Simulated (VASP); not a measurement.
# CsTa2 (Cmmm) in VASP: single point with PBE

Aim: the single point of CsTa2 with PBE.

Everything below comes from runs of VASP 6.6.1. Logs are shortened: lines on timing, memory, paths and dates and some standing lists are left out, and cuts for length are marked.

## 1. The cell of the first run

The structure is orthorhombic, space group Cmmm (No. 65). Conventional cell: a = 5.835 Å, b = 8.876 Å, c = 3.416 Å, α = 90.00°, β = 90.00°, γ = 90.00°. Within 4.2 Å of Cs (site symmetry mmm) lie 6 Ta at 3.17 to 3.18 Å and 2 Cs at 3.42 Å. Within 3.5 Å of Ta (site symmetry m2m) lie 5 Ta at 2.54 to 3.48 Å and 3 Cs at 3.17 to 3.18 Å.

The cell was built from a structure type or drawn by symmetry, and may not be a known phase.

## 2. Single point, PBE

INCAR

```
SYSTEM = CsTa2
PREC     = Accurate       ! precision mode
ENCUT    = 520            ! plane-wave cutoff, eV
EDIFF    = 1E-7           ! SCF threshold, eV
ISMEAR   = 0              ! smearing method
SIGMA    = 0.1            ! smearing width, eV
LREAL    = .False.        ! projectors in reciprocal space
LASPH    = .True.         ! aspherical terms in the spheres
NELM     = 100            ! most SCF steps
ALGO     = Fast           ! electronic algorithm
ISIF     = 2              ! what is computed and relaxed
LWAVE    = .False.        ! write WAVECAR
LCHARG   = .False.        ! write CHGCAR
GGA      = PE             ! functional
NBANDS   = 22             ! bands
```

KPOINTS

```
Automatic mesh
0
Gamma
  4 4 6
  0 0 0
```

POSCAR

```
CsTa2
1.0
    2.9173707900     -4.4380594000      0.0000000000
    2.9173707900      4.4380594000      0.0000000000
    0.0000000000      0.0000000000      3.4159177700
Cs Ta
1 2
Direct
    0.0000000000      0.0000000000      0.5000000000
    0.3567628900      0.6432371100      0.5000000000
    0.6432371100      0.3567628900      0.5000000000
```

Potentials or basis: VASP PAW PBE potentials, release 64 (Cs_sv, Ta_pv).

Command:

```sh
> cat potpaw_PBE.64/Cs_sv/POTCAR potpaw_PBE.64/Ta_pv/POTCAR > POTCAR
> mpirun -np 1 vasp_std > vasp.out
```

OUTCAR:

```text
SYSTEM = CsTa2
   PREC = Accurate
   ENCUT = 520
   EDIFF = 1E-7
   ISMEAR = 0
   LREAL = .False.
   LASPH = .True.
   NELM = 100
   ISIF = 2
   GGA = PE

 ion  position               nearest neighbor table
   1  0.000  0.000  0.500-   2 3.17   3 3.17   3 3.18   2 3.18   3 3.18   2 3.18
   2  0.357  0.643  0.500-   3 2.54   1 3.17   1 3.18   1 3.18   3 3.48   3 3.48
   3  0.643  0.357  0.500-   2 2.54   1 3.17   1 3.18   1 3.18   2 3.48   2 3.48

  LATTYP: Found a base centered orthorhombic cell.
 ALAT       =     5.8347415800
 B/A-ratio  =     1.5212531143
 C/A-ratio  =     0.5854445691

  Lattice vectors:

 A1 = (   2.9173707900,  -4.4380594000,   0.0000000000)
 A2 = (   2.9173707900,   4.4380594000,   0.0000000000)
 A3 = (   0.0000000000,   0.0000000000,   3.4159177700)

Analysis of symmetry for initial positions (statically):
=====================================================================
 Subroutine PRICEL returns:
 Original cell was already a primitive cell.

 Routine SETGRP: Setting up the symmetry group for a
 base centered orthorhombic supercell.

 Subroutine GETGRP returns: Found  8 space group operations
 (whereof  8 operations were pure point group operations)
 out of a pool of  8 trial point group operations.

The static configuration has the point symmetry D_2h.

Analysis of symmetry for dynamics (positions and initial velocities):
=====================================================================
 Subroutine PRICEL returns:
 Original cell was already a primitive cell.

 Routine SETGRP: Setting up the symmetry group for a
 base centered orthorhombic supercell.

 Subroutine GETGRP returns: Found  8 space group operations
 (whereof  8 operations were pure point group operations)
 out of a pool of  8 trial point group operations.

The dynamic configuration has the point symmetry D_2h.

 Subroutine INISYM returns: Found  8 space group operations
 (whereof  8 operations are pure point group operations),
 and found     1 'primitive' translations

----------------------------------------------------------------------------------------

                                     Primitive cell

  volume of cell :      88.4550

  direct lattice vectors                    reciprocal lattice vectors
     2.917370790 -4.438059400  0.000000000     0.171387196 -0.112661854  0.000000000
     2.917370790  4.438059400  0.000000000     0.171387196  0.112661854  0.000000000
     0.000000000  0.000000000  3.415917770     0.000000000  0.000000000  0.292747094

  length of vectors
     5.311066142  5.311066142  3.415917770     0.205100620  0.205100620  0.292747094

  position of ions in fractional coordinates (direct lattice)
     0.000000000  0.000000000  0.500000000
     0.356762890  0.643237110  0.500000000
     0.643237110  0.356762890  0.500000000

  ion indices of the primitive-cell ions
   primitive index   ion index
                 1           1
                 2           2
                 3           3

----------------------------------------------------------------------------------------

 KPOINTS: Automatic mesh

Automatic generation of k-mesh.
 Grid dimensions read from file:
 generate k-points for:    4    4    6

 Generating k-lattice:

  Cartesian coordinates                     Fractional coordinates (reciprocal lattice)
     0.042846799 -0.028165463  0.000000000     0.250000000  0.000000000  0.000000000
     0.042846799  0.028165463  0.000000000     0.000000000  0.250000000  0.000000000
     0.000000000  0.000000000  0.048791182     0.000000000  0.000000000  0.166666667

  Length of vectors
     0.051275155  0.051275155  0.048791182

  Shift w.r.t. Gamma in fractional coordinates (k-lattice)
     0.000000000  0.000000000  0.000000000

 Subroutine IBZKPT returns following result:
 ===========================================

 Found     28 irreducible k-points:

 Following reciprocal coordinates:
            Coordinates               Weight
  0.000000  0.000000  0.000000      1.000000
  0.250000  0.000000  0.000000      4.000000
  0.500000  0.000000  0.000000      2.000000
  0.250000  0.250000  0.000000      2.000000
  0.500000  0.250000  0.000000      4.000000
 -0.250000  0.250000  0.000000      2.000000
[... 16 lines left out ...]
  0.250000  0.000000  0.500000      4.000000
  0.500000  0.000000  0.500000      2.000000
 [... further k-points ...]
   k-points           NKPTS =     28   k-points in BZ     NKDIM =     28   number of bands    NBANDS=     22
   number of dos      NEDOS =    301   number of ions     NIONS =      3
   total plane-waves  NPLWV =  44800
   dimension x,y,z NGX =    40 NGY =   40 NGZ =   28
   dimension x,y,z NGXF=    80 NGYF=   80 NGZF=   56
   ions per type =               1   2
   NGX,Y,Z   is equivalent  to a cutoff of  12.52, 12.52, 13.63 a.u.
   NGXF,Y,Z  is equivalent  to a cutoff of  25.04, 25.04, 27.25 a.u.
 SYSTEM =  CsTa2
   PREC   = accura    normal or accurate (medium, high low for compatibility)
   ISTART =      0    job   : 0-new  1-cont  2-samecut
   ICHARG =      2    charge: 1-file 2-atom 10-const
   ISPIN  =      1    spin polarized calculation?
   LNONCOLLINEAR =      F non collinear calculations
   LSORBIT =      F    spin-orbit coupling
   LASPH  =      T    aspherical Exc in radial PAW
   ENCUT  =  520.0 eV  38.22 Ry    6.18 a.u.   9.88  9.88  6.35*2*pi/ulx,y,z
   NELM   =    100;   NELMIN=  2; NELMDL= -5     # of ELM steps
   EDIFF  = 0.1E-06   stopping-criterion for ELM
   LREAL  =      F    real-space projection
   EDIFFG = 0.1E-05   stopping-criterion for IOM
   NSW    =      0    number of steps for IOM
   IBRION =     -1    ionic relax: 0-MD 1-quasi-New 2-CG
   NFREE  =      0    steps in history (QN), initial steepest desc. (CG)
   ISIF   =      2    stress and relaxation
   ISYM   =      2    0-nonsym 1-usesym 2-fastsym
   POTIM  = 0.5000    time-step for ionic-motion
   TEBEG  =    0.0;   TEEND  =   0.0 temperature during run
   PSTRESS=    0.0 pullay stress
   NELECT =      31.0000    total number of electrons
   NUPDOWN=      -1.0000    fix difference up-down
   EMIN   =  10.00;   EMAX   =-10.00  energy-range for DOS
   EFERMI =   0.00;   METHOD = LEGACY
   ISMEAR =     0;   SIGMA  =   0.10  broadening in eV -4-tet -1-fermi 0-gaus
   EFERMI_NEDOS =   21; number of points for ismear=-14 and -15
   IALGO  =     68    algorithm
   IMIX   =      4    mixing-type and parameters
     AMIX     =   0.40;   BMIX     =  1.00
     AMIX_MAG =   1.60;   BMIX_MAG =  1.00
  volume/ion in A,a.u.               =      29.48       198.97
  Fermi-wavevector in a.u.,A,eV,Ry     =   1.154218  2.181157 18.125957  1.332220
  Thomas-Fermi vector in A             =   2.290857
   LORBIT       =      0    0 simple, 1 ext, 2 COOP (PROOUT), +10 PAW based schemes
   GGA     = PE    functional components
   LHFCALC =     F    Hartree Fock is set to
   AEXX    =    0.0000 exact exchange contribution
   IVDW    =     0    specifies the selected vdW correction
   LEPSILON=     F    determine dielectric tensor
   LRPA    =     F    only Hartree local field effects (RPA)
 non-spin polarized calculation
 RMM-DIIS sequential band-by-band and
 Gauss-broadening in eV      SIGMA  =   0.10
  energy-cutoff  :      520.00
  volume of cell :       88.45
 maximum number of plane-waves:      2398
   NGX = 19   NGY = 19   NGZ = 13

 number of electron      30.9999998 magnetization

 Free energy of the ion-electron system (eV)
  ---------------------------------------------------
  ext. energy  EPLUGINS =         0.00000000
  ---------------------------------------------------
  free energy    TOTEN  =       -17.69561136 eV

  energy without entropy =      -17.67630005  energy(sigma->0) =      -17.68595571

 E-fermi :   3.4068     XC(G=0): -10.1554

 val. band max:        3.3918075844   @ k =   0.0000   0.0000   0.3333
 cond. band min:       3.4378736099   @ k =   0.5000   0.5000   0.1667
 fundamental gap:      0.0460660254
 Fermi energy:         3.4068114590

 k-point     1 :       0.0000    0.0000    0.0000
  band No.  band energies     occupation
      1     -31.5804      2.00000
      2     -31.3653      2.00000
      3     -31.3067      2.00000
      4     -31.2010      2.00000
      5     -31.0732      2.00000
      6     -30.5328      2.00000
[... 14 lines left out ...]
     21       5.5550      0.00000
     22       6.7858      0.00000

 k-point     2 :       0.2500    0.0000    0.0000
  band No.  band energies     occupation
      1     -31.5763      2.00000
      2     -31.3874      2.00000
      3     -31.2841      2.00000
      4     -31.1989      2.00000
      5     -31.0753      2.00000
      6     -30.5391      2.00000
[... 14 lines left out ...]
     21       5.6289      0.00000
     22       6.4894      0.00000

 k-point     3 :       0.5000    0.0000    0.0000
  band No.  band energies     occupation
      1     -31.5715      2.00000
      2     -31.4043      2.00000
      3     -31.2673      2.00000
      4     -31.1968      2.00000
      5     -31.0774      2.00000
      6     -30.5455      2.00000
[... 14 lines left out ...]
     21       6.2136      0.00000
     22       6.3747      0.00000

 k-point     4 :       0.2500    0.2500    0.0000
  band No.  band energies     occupation
      1     -31.5740      2.00000
      2     -31.3987      2.00000
      3     -31.2709      2.00000
      4     -31.1968      2.00000
      5     -31.0774      2.00000
      6     -30.5449      2.00000
[... 14 lines left out ...]
     21       6.1133      0.00000
     22       6.6688      0.00000

 k-point     5 :       0.5000    0.2500    0.0000
  band No.  band energies     occupation
      1     -31.5662      2.00000
      2     -31.4214      2.00000
      3     -31.2490      2.00000
      4     -31.1947      2.00000
      5     -31.0795      2.00000
      6     -30.5524      2.00000
[... 14 lines left out ...]
     21       5.9461      0.00000
     22       6.3913      0.00000

 k-point     6 :      -0.2500    0.2500    0.0000
  band No.  band energies     occupation
      1     -31.5695      2.00000
      2     -31.4115      2.00000
      3     -31.2599      2.00000
      4     -31.1969      2.00000
      5     -31.0773      2.00000
      6     -30.5465      2.00000
[... 14 lines left out ...]
     21       5.8256      0.00000
     22       6.2139      0.00000

 k-point     7 :       0.5000    0.5000    0.0000
  band No.  band energies     occupation
      1     -31.5590      2.00000
      2     -31.4385      2.00000
      3     -31.2324      2.00000
      4     -31.1926      2.00000
      5     -31.0817      2.00000
      6     -30.5595      2.00000
[... 324 lines left out ...]
      6     -30.5393      2.00000
[... 14 lines left out ...]
     21       5.9070      0.00000
     22       6.1982      0.00000

 k-point    21 :       0.5000    0.5000    0.3333
  band No.  band energies     occupation
      1     -31.5485      2.00000
      2     -31.4288      2.00000
      3     -31.2894      2.00000
      4     -31.2248      2.00000
      5     -31.1729      2.00000
      6     -30.5521      2.00000
[... 14 lines left out ...]
     21       6.1743      0.00000
     22       7.6191      0.00000

 k-point    22 :       0.0000    0.0000    0.5000
  band No.  band energies     occupation
      1     -31.5661      2.00000
      2     -31.3540      2.00000
      3     -31.3320      2.00000
      4     -31.2951      2.00000
      5     -31.1922      2.00000
      6     -30.5235      2.00000
[... 14 lines left out ...]
     21       6.7185      0.00000
     22       7.4054      0.00000

 k-point    23 :       0.2500    0.0000    0.5000
  band No.  band energies     occupation
      1     -31.5620      2.00000
      2     -31.3755      2.00000
      3     -31.3294      2.00000
      4     -31.2730      2.00000
      5     -31.1948      2.00000
      6     -30.5297      2.00000
[... 14 lines left out ...]
     21       6.5933      0.00000
     22       7.7166      0.00000

 k-point    24 :       0.5000    0.0000    0.5000
  band No.  band energies     occupation
      1     -31.5573      2.00000
      2     -31.3920      2.00000
      3     -31.3267      2.00000
      4     -31.2565      2.00000
      5     -31.1976      2.00000
      6     -30.5359      2.00000
[... 14 lines left out ...]
     21       6.7555      0.00000
     22       7.4767      0.00000

 [... further k-points ...]

------------------------ aborting loop because EDIFF is reached ----------------------------------------

  FORCE on cell =-STRESS in cart. coord.  units (eV):
  Direction    XX          YY          ZZ          XY          YZ          ZX
  --------------------------------------------------------------------------------------
  -------------------------------------------------------------------------------------
  Total       -0.5876749      1.6358308     -8.5377472     -0.0000000      0.0000000      0.0000000
  in kB      -10.6445085     29.6296704   -154.6435212     -0.0000000      0.0000000      0.0000000
  external PRESSURE =     -45.2194531 kB  Pullay stress =       0.0000000 kB

 VOLUME and BASIS-vectors are now :
 -----------------------------------------------------------------------------
  energy-cutoff  :      520.00
  volume of cell :       88.45
      direct lattice vectors                 reciprocal lattice vectors
     2.917370790 -4.438059400  0.000000000     0.171387196 -0.112661854  0.000000000
     2.917370790  4.438059400  0.000000000     0.171387196  0.112661854  0.000000000
     0.000000000  0.000000000  3.415917770     0.000000000  0.000000000  0.292747094

 POSITION                                       TOTAL-FORCE (eV/Angst)
 -----------------------------------------------------------------------------------
      0.00000      0.00000      1.70796         0.000000     -0.000000      0.000000
      2.91737      1.27139      1.70796        -0.000000      1.327288      0.000000
      2.91737     -1.27139      1.70796        -0.000000     -1.327288      0.000000
 -----------------------------------------------------------------------------------
    total drift:                                0.000000     -0.000000     -0.000000

  FREE ENERGIE OF THE ION-ELECTRON SYSTEM (eV)
  ---------------------------------------------------
  free  energy   TOTEN  =       -17.6956113598 eV

  energy  without entropy=      -17.6763000533  energy(sigma->0) =      -17.68595571
```

Wall time 38 s (1 thread of AMD EPYC 9R45 (Zen 5), shared host); peak memory 0.2 GiB.

Results:

* Free energy: -17.6956 eV
* Pressure: -4.5 GPa
* Largest force: 1.327 eV/Å
* Band gap on the k mesh: zero (an odd number of electrons rules out a gap without spin polarisation)

Forces in eV/Å, atoms in the order of the input:
```
Cs   0.000  0.000  0.000
Ta   0.000  1.327  0.000
Ta   0.000 -1.327  0.000
```

Caveat: the cell stands under tension; spin-orbit coupling is left out, which moves the levels of the heavy elements; forces of over 1 eV/Å act on the atoms, so gaps and moduli don't describe the material at rest.
